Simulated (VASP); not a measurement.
A run of VASP 6.6.1:

Contents of POSCAR:

```
CdSe
1.0
    4.3406509600      0.0000000000      0.0000000000
   -2.1703254800      3.7591140000      0.0000000000
    0.0000000000      0.0000000000      7.0769663300
Cd Se
2 2
Direct
    0.3333333300      0.6666666700      0.0045324400
    0.6666666700      0.3333333300      0.5045324400
    0.3333333300      0.6666666700      0.3804675600
    0.6666666700      0.3333333300      0.8804675600
```

The input INCAR.step1:

```
SYSTEM = CdSe
  PREC = Accurate
  ENCUT = 520
  ISMEAR = -1
  SIGMA = 0.02
  LREAL = .FALSE.
  LASPH = .TRUE.
  NELM = 80
  GGA = PE
  ALGO = Normal
  EDIFF = 1E-4
  LWAVE = .TRUE.
  LCHARG = .FALSE.
```

The input INCAR.step2:

```
SYSTEM = CdSe
  PREC = Accurate
  ENCUT = 520
  EDIFF = 1E-6
  ISMEAR = -1
  SIGMA = 0.02
  LREAL = .FALSE.
  LASPH = .TRUE.
  NELM = 80
  ALGO = Normal
  ISIF = 2
  LWAVE = .FALSE.
  LCHARG = .FALSE.
  METAGGA = R2SCAN
  LMIXTAU = .TRUE.
  IBRION = 2
  NSW = 50
  EDIFFG = -0.01
  ISTART = 1
```

KPOINTS

```
Automatic mesh
0
G
  6 6 4
  0 0 0
```

Potentials or basis: VASP PAW PBE potentials, release 64 (Cd, Se).

Command:

```console
$ cat potpaw_PBE.64/Cd/POTCAR potpaw_PBE.64/Se/POTCAR > POTCAR
$ cp INCAR.step1 INCAR
$ mpirun -np 1 vasp_std > vasp.out
$ cp INCAR.step2 INCAR
$ mpirun -np 1 vasp_std > vasp.out
```

Hardware: 1 thread of AMD EPYC 7571, on a shared host.

Q: Estimate the wall time of this run.

A: Run time: 6.6 min on 1 thread of AMD EPYC 7571 (shared host), peak memory 0.23 GiB. Counts: k points 21, ion steps 1.
